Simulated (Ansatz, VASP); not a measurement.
**One calculation of HfC, two programs**

```xyz
4
Lattice="3.2571 0.0000 0.0000 -1.6286 2.8207 0.0000 0.0000 0.0000 5.0693" Properties=species:S:1:pos:R:3 pbc="T T T"
Hf    1.6286    0.9402    3.8019
Hf    0.0000    1.8805    1.2673
C     0.0000    0.0000    0.0000
C     0.0000    0.0000    2.5346
```

Alike in both runs: task single point; functional r2SCAN; k mesh 8 × 8 × 5; no spin polarisation.

|  | VASP | Ansatz |
| --- | --- | --- |
| version | VASP 6.6.1 | Ansatz 0.2.0 |
| potentials or method | VASP PAW PBE potentials, release 64 (Hf_pv, C), cutoff 520 eV | plane waves, PAW |
| occupations | fermi-dirac, width 0.1 eV | fermi-dirac |
| valence electrons in the cell | 28 | 60 |

Ansatz gave:

* pressure (GPa): 18.4
* traceless stress, the component that is largest in VASP (GPa): 3.22

Task: Estimate VASP's values.

Result: Pressure (GPa): 17.6; traceless stress, the component that is largest in VASP (GPa): 3.30.

VASP's potentials were made for PBE, not for r2SCAN. VASP's potentials hold 28 valence electrons a cell and Ansatz's 60, so a difference there can come from the potentials and not from the codes.

Neither program's run includes spin-orbit coupling.
